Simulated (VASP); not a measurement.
Al2Au:

```
Al Au
1.0
     0.00000    3.00233    3.00233
     3.00233    0.00000    3.00233
     3.00233    3.00233    0.00000
Al Au
2 1
Cartesian
  1.5012 1.5012 1.5012
  4.5035 4.5035 4.5035
  0.0000 0.0000 0.0000
```

| Quantity | Value |
| --- | --- |
| Program | VASP 6.6.1 |
| Task | relaxation of cell and atoms |
| Functional | PBE |
| Potentials or basis | VASP PAW PBE potentials, release 64 (Al, Au) |
| Cutoff | 600 eV |
| k mesh | 14 × 14 × 14 |
| Occupations | gaussian, width 0.1 eV |
| Spin | no spin polarisation |

At the start: pressure 2.9 GPa; volume 18.04 Å³/atom.

**Question.** Where does the relaxation end?

**Answer.** Over 3 steps the energy falls by 4.3 meV/atom and the volume is 18.52 Å³/atom (+2.7 %); space group Fm-3m (No. 225, to 0.1 Å) before and after.

The path:
| step | energy change (eV) | largest force (eV/Å) | pressure (GPa) | volume (Å³) |
| --- | --- | --- | --- | --- |
| 1 | 0.0000 | 0.0000 | 2.94 | 54.13 |
| 2 | -0.0047 | 0.0000 | -2.16 | 56.76 |
| 3 | -0.0129 | 0.0000 | 0.01 | 55.57 |

Final structure:
```xyz
3
Lattice="0.0000 3.0288 3.0288 3.0288 0.0000 3.0288 3.0288 3.0288 0.0000" Properties=species:S:1:pos:R:3 pbc="T T T"
Al    1.5144    1.5144    1.5144
Al    4.5432    4.5432    4.5432
Au    0.0000    0.0000    0.0000
```
